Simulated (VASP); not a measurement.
Crystal: NaH.

```
CELL_PARAMETERS angstrom
0.00000 2.39751 2.39751
2.39751 0.00000 2.39751
2.39751 2.39751 0.00000
ATOMIC_POSITIONS crystal
Na 0.00000 0.00000 0.00000
H 0.50000 0.50000 0.50000
```

Base run:

- Program: VASP 6.6.1
- Functional: PBE
- Potentials or basis: VASP PAW PBE potentials, release 64 (Na_pv, H)
- Cutoff: 520 eV
- k mesh: 6 × 6 × 6
- Occupations: gaussian, width 0.01 eV
- Spin: no spin polarisation

Its results: band gap on the k mesh 3.85 eV, indirect (least direct gap 4.67 eV); pressure 0.5 GPa.

Question: The run is repeated on the same cell with these changes: functional from PBE to r2SCAN. What comes out?

Answer: Band gap on the k mesh 4.46 eV, indirect (least direct gap 5.26 eV); pressure -0.3 GPa.

r2SCAN gives the wider gap, since meta-GGAs in the generalised Kohn-Sham scheme recover part of the derivative discontinuity.

Caveats: the PAW data sets were made with another functional, which shifts forces and pressure a little (some runs).

A k mesh can miss the band edges.
